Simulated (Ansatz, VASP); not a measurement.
## One calculation of CdS, two programs

POSCAR

```
CdS
1.0
    0.0000000000      2.7269062253      2.7269062253
    2.7269062253      0.0000000000      2.7269062253
    2.7269062253      2.7269062253      0.0000000000
Cd S
1 1
Direct
   -0.0021230927      0.0021230927      0.0063692780
    0.5074443337      0.4925556663      0.4776669988
```

File INCAR.step1:

```
  ALGO = Normal
  EDIFF = 1E-4
  ENCUT = 520
  GGA = PE
  ISMEAR = 0
  LASPH = True
  LCHARG = False
  LREAL = False
  LWAVE = True
  NBANDS = 16
  NELM = 80
  PREC = Accurate
  SIGMA = 0.05
```

Contents of INCAR.step2:

```
  ALGO = Normal
  EDIFF = 1E-6
  ENCUT = 520
  ISIF = 2
  ISMEAR = 0
  ISTART = 1
  LASPH = True
  LCHARG = True
  LELF = True
  LMIXTAU = True
  LREAL = False
  LVHAR = True
  LWAVE = False
  METAGGA = R2SCAN
  NBANDS = 16
  NELM = 80
  PREC = Accurate
  SIGMA = 0.05
```

KPOINTS

```
k-points
0
Gamma
  8 8 8
```

Input for Ansatz:

```yaml
crystal:
  lattice:
    - [0.0, 2.7269062253, 2.7269062253]
    - [2.7269062253, 0.0, 2.7269062253]
    - [2.7269062253, 2.7269062253, 0.0]
  atoms:
    - { symbol: Cd, position: [-0.0021230927, 0.0021230927, 0.006369278] }
    - { symbol: S, position: [0.5074443337, 0.4925556663, 0.4776669988] }
basis:
  ecutwfc: 500
kpoints:
  mp_grid: { grid: [8, 8, 8] }
hamiltonian:
  xc: r2scan
scf:
  occupations: { method: gaussian, width: 0.05 }
output:
  forces: true
  stress: true
  eigenvalues: true
```

Change from the starting cell: mode 4 frozen in at -0.081 Å and mode 5 at -0.041 Å (largest displacements).

Alike in both runs: task single point; functional r2SCAN; k mesh 8 × 8 × 8; occupations gaussian, width 0.05 eV; no spin polarisation.

|  | VASP | Ansatz |
| --- | --- | --- |
| version | VASP 6.6.1 | Ansatz 0.2.0 |
| potentials or method | VASP PAW PBE potentials, release 64 (Cd, S), cutoff 520 eV | scalar-relativistic, plane waves, PAW |
| valence electrons in the cell | 18 | 26 |

```tsv
	VASP	Ansatz	Ansatz less VASP
gap on the k mesh at the Fermi level (eV)	0.76	0.78	+0.019
least direct gap on the mesh (eV)	2.33	2.36	+0.034
pressure (GPa)	0.9	0.4	-0.48
traceless stress, the component that is largest in VASP (GPa)	0.69	0.67	-0.016
rms of the force components (eV/Å)	0.133	0.127	-0.0060
```

VASP's potentials were made for PBE, not for r2SCAN. Atom by atom the forces differ by 0.006 eV/Å (rms over components). With one functional, cell and mesh, what is left measures potentials, basis and numerics. VASP's potentials hold 18 valence electrons a cell and Ansatz's 26, so a difference there can come from the potentials and not from the codes.
